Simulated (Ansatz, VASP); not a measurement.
**Si in VASP and in Ansatz**

```
Si
1.0
     3.91848   -0.15404    0.00000
    -2.09264    3.35379    0.00000
     0.00000    0.00000    6.36468
Si
4
Direct
  0.33333 0.66667 0.06293
  0.66667 0.33333 0.56293
  0.33333 0.66667 0.43707
  0.66667 0.33333 0.93707
```

Change from the starting cell: engineering shear strain xy -0.0800, strain +e along x and -e along y +0.0175.

Alike in both runs: task single point; functional PBE; k mesh 12 × 12 × 6; occupations gaussian, width 0.05 eV; no spin polarisation.

|  | VASP | Ansatz |
| --- | --- | --- |
| version | VASP 6.6.1 | Ansatz 0.2.0 |
| potentials or method | VASP PAW PBE potentials, release 64 (Si), cutoff 520 eV | scalar-relativistic, plane waves, PAW |
| valence electrons in the cell | 16 | 16 |

|  | VASP | Ansatz | Ansatz less VASP |
| --- | --- | --- | --- |
| gap on the k mesh at the Fermi level (eV) | none | none | - |
| pressure (GPa) | 0.5 | 0.6 | +0.06 |
| traceless stress, the component that is largest in VASP (GPa) | 6.68 | 6.66 | -0.014 |
| rms of the force components (eV/Å) | 0.335 | 0.336 | +0.0015 |

Atom by atom the forces differ by 0.002 eV/Å (rms over components). A gap of «none» marks a metal or a gap that the smearing closes.
